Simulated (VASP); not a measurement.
Set up this calculation in VASP 6.6.1, as the native input.

```yaml
Task: relaxation of the atoms
Functional: PBE
Potentials_or_basis: VASP PAW PBE potentials, release 64 (H, C, Hf_pv)
Cutoff: 520 eV
k_mesh: 2 × 2 × 1
Occupations: fermi-dirac, width 0.02 eV
Spin: collinear spin
Starting_moments: "[0.0, 0.0, 0.0, 0.0, 0.0, 0.0, 0.0, 0.0, 0.0, 0.0, 0.0, 0.0, 0.0, 0.0, 0.0, 0.0, 0.0, 0.0, 0.0, 0.0, 0.0, 0.0, 0.0, 1.0] μB"
Dipole_correction: no
Atoms_held_fixed_from_0: "[0, 1, 2, 3, 7, 8, 9, 10, 11, 12, 13, 14]"
Further_INCAR_settings: ALGO = Normal; EDIFF = 1e-07; NELMDL = -8; IBRION = 2; EDIFFG = -0.08; NSW = 45
```

The structure of HfH7C16 lies in POSCAR:

```
HfH7C16
1.0
    5.0487420000      0.0000000000      0.0000000000
    2.5243710000      4.3723390000      0.0000000000
    0.0000000000      0.0000000000     17.7764260000
H C Hf
7 16 1
Selective dynamics
Direct
    0.1666667000      0.1666667000      0.0562543000  F F F
    0.6666667000      0.1666667000      0.0562543000  F F F
    0.1666667000      0.6666667000      0.0562543000  F F F
    0.6666667000      0.6666667000      0.0562543000  F F F
    0.5000000000      0.0000000000      0.3249487000  T T T
    0.0000000000      0.5000000000      0.3249487000  T T T
    0.5000000000      0.5000000000      0.3249487000  T T T
    0.1666667000      0.1666667000      0.1181340000  F F F
    0.6666667000      0.1666667000      0.1181340000  F F F
    0.1666667000      0.6666667000      0.1181340000  F F F
    0.6666667000      0.6666667000      0.1181340000  F F F
   -0.1666667000      0.3333333000      0.1471210000  F F F
    0.3333333000      0.3333333000      0.1471210000  F F F
   -0.1666667000      0.8333333000      0.1471210000  F F F
    0.3333333000      0.8333333000      0.1471210000  F F F
   -0.1666667000      0.3333333000      0.2340820000  T T T
    0.3333333000      0.3333333000      0.2340820000  T T T
   -0.1666667000      0.8333333000      0.2340820000  T T T
    0.3333333000      0.8333333000      0.2340820000  T T T
    0.0000000000      0.0000000000      0.2630689000  T T T
    0.5000000000      0.0000000000      0.2630689000  T T T
    0.0000000000      0.5000000000      0.2630689000  T T T
    0.5000000000      0.5000000000      0.2630689000  T T T
    0.3562864000      0.6287640000      0.4374572000  T T T
```

One way to write it, as run:

INCAR

```
PREC = Accurate
ENCUT = 520
EDIFF = 1E-7
ISMEAR = -1
SIGMA = 0.02
LREAL = False
LASPH = True
NELM = 200
ALGO = Normal
ISIF = 2
LWAVE = False
LCHARG = False
ISPIN = 2
MAGMOM = 0 0 0 0 0 0 0 0 0 0 0 0 0 0 0 0 0 0 0 0 0 0 0 1
LORBIT = 11
LMAXMIX = 4
GGA = PE
IBRION = 2
NSW = 45
EDIFFG = -0.08
GGA_COMPAT = False
NELMIN = 4
NELMDL = -8
NCORE = 4
```

KPOINTS

```
Automatic mesh
0
Gamma
  2 2 1
```

Potentials or basis: VASP PAW PBE potentials, release 64 (H, C, Hf_pv).

Launch:

```bash
$ cat potpaw_PBE.64/H/POTCAR potpaw_PBE.64/C/POTCAR potpaw_PBE.64/Hf_pv/POTCAR > POTCAR
$ mpirun -np 4 vasp_std > vasp.out
```

It gave:

```json
{"Energy gained by relaxing": "87.2 meV/atom", "Ionic steps": "44", "Band gap on the k mesh": "0.22 eV (least direct gap 0.33 eV)", "Net moment": "1.00 μB per cell", "Site moments": "H -0.00, +0.00 (each value once); C -0.00, +0.00, -0.01, +0.01 (each value once); Hf +0.59 μB", "Valence electrons inside the program's atomic spheres": "H 0.69, 0.68 (each value once); C 2.59, 2.56, 2.57, 2.58, 2.54, 2.60 (each value once); Hf 7.85"}
```

Caveat: the k points lie up to 0.72 Å⁻¹ apart; there is no dipole correction, which matters where the two faces differ; spin-orbit coupling is left out, which moves the levels of the heavy elements.

It took 53 min on 4 MPI ranks on Intel(R) Xeon(R) Platinum 8488C (Sapphire Rapids) (shared host), peak memory 0.29 GiB a rank.
